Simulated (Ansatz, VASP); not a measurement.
One calculation of TaWC2, two programs

INCAR

```
SYSTEM = TaWC2
PREC = Accurate
ENCUT = 600
EDIFF = 1E-6
ISMEAR = 0
SIGMA = 0.1
LREAL = .False.
LASPH = .True.
NELM = 100
ALGO = Normal
ISIF = 3
LWAVE = .False.
LCHARG = .False.
GGA = PE
IBRION = 2
NSW = 100
EDIFFG = -0.01
```

File KPOINTS:

```
regular mesh
0
Gamma
  12 12 12
  0 0 0
```

The input POSCAR:

```
TaWC2
1.0
    2.5065746654     -2.9027724567      0.0000000000
    2.5065746654      2.9027724567      0.0000000000
    0.0000000000      0.0000000000      3.8944719450
Ta W C
1 1 2
Direct
    0.5000000000      0.5000000000      0.5000000000
    0.0000000000      0.0000000000      0.5000000000
    0.8519031076      0.8519031076      0.0000000000
    0.1480968924      0.1480968924      0.0000000000
```

Input for Ansatz:

```yaml
crystal:
  lattice:
    - [2.5065746654, -2.9027724567, 0.0]
    - [2.5065746654, 2.9027724567, 0.0]
    - [0.0, 0.0, 3.894471945]
  atoms:
    - { symbol: Ta, position: [0.5, 0.5, 0.5] }
    - { symbol: W, position: [0.0, 0.0, 0.5] }
    - { symbol: C, position: [0.8519031076, 0.8519031076, 0.0] }
    - { symbol: C, position: [0.1480968924, 0.1480968924, 0.0] }
basis:
  ecutwfc: 420
kpoints:
  mp_grid: { grid: [12, 12, 12] }
hamiltonian:
  xc: pbe
scf:
  occupations: { method: gaussian, width: 0.1 }
output:
  forces: true
  stress: true
  eigenvalues: true
relax:
  adjacent_minimum: "off"
  f_tol: 0.01
  max_steps: 80
  cell: { stress_tol: 0.05 }
```

Alike in both runs: task relaxation of cell and atoms; functional PBE; k mesh 12 × 12 × 12; occupations gaussian, width 0.1 eV; no spin polarisation.

|  | VASP | Ansatz |
| --- | --- | --- |
| version | VASP 6.6.1 | Ansatz 0.2.0 |
| potentials or method | VASP PAW PBE potentials, release 64 (Ta_pv, W_sv, C), cutoff 600 eV | scalar-relativistic, plane waves, PAW |
| valence electrons in the cell | 33 | 35 |

```tsv
	VASP	Ansatz	Ansatz less VASP
gap on the k mesh at the Fermi level, each at its own relaxed structure (eV)	none	none	-
relaxed volume (Å³/atom)	14.25	14.23	-0.016
relaxed length of the cell vector where the two differ most in proportion (Å)	3.878	3.877	-0.0013
```

A gap of «none» marks a metal or a gap that the smearing closes. VASP's potentials hold 33 valence electrons a cell and Ansatz's 35, so a difference there can come from the potentials and not from the codes.

Spin-orbit coupling is off throughout.
